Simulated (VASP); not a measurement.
Runs of VASP 6.6.1 on TiAl. The structure is that of space group P-6m2 (No. 187), or close to it. The cells are those of the table. 

```csv
cell,gap on the mesh (eV),pressure (GPa)
"a = 2.609, b = 2.609, c = 5.503 Å, angles 90.0, 90.0, 120.0°, 2 atoms",none,4.9
"a = 3.006, b = 3.006, c = 4.146 Å, angles 90.0, 90.0, 120.0°, 2 atoms",none,(a)
"a = 2.928, b = 2.928, c = 4.370 Å, angles 90.0, 90.0, 120.0°, 2 atoms",none,1.6
"a = 3.068, b = 3.068, c = 3.981 Å, angles 90.0, 90.0, 120.0°, 2 atoms",none,5.2
"a = 2.680, b = 2.680, c = 5.217 Å, angles 90.0, 90.0, 120.0°, 2 atoms",none,1.6
"a = 2.887, b = 2.887, c = 4.496 Å, angles 90.0, 90.0, 120.0°, 2 atoms",none,0.7
"a = 2.759, b = 2.759, c = 4.923 Å, angles 90.0, 90.0, 120.0°, 2 atoms",none,-0.3
"a = 2.802, b = 2.802, c = 4.773 Å, angles 90.0, 90.0, 120.0°, 2 atoms",none,(b)
```

Alike in all rows: task single point; level PBEsol; potentials or basis VASP PAW PBE potentials, release 64 (Ti_sv, Al); no spin polarisation; k mesh 24 × 24 × 14; cutoff (eV) 500; smearing gaussian 0.15 eV.

Question: Fill in the values left out.

Answer: (a) 3.6; (b) -0.4.

Caveats: the PAW data sets were made with another functional, which shifts forces and pressure a little; the stress differs along the axes, from -25 to 20 GPa (at least some runs); the stress differs along the axes, from -3 to 17 GPa (at least some runs); the stress differs along the axes, from -2 to 9 GPa (at least some runs); the stress differs along the axes, from -3 to 21 GPa (at least some runs); the stress differs along the axes, from -20 to 12 GPa (at least some runs); the stress differs along the axes, from -1 to 4 GPa (at least some runs).

A gap of «none» marks levels without a gap at the run's occupations.
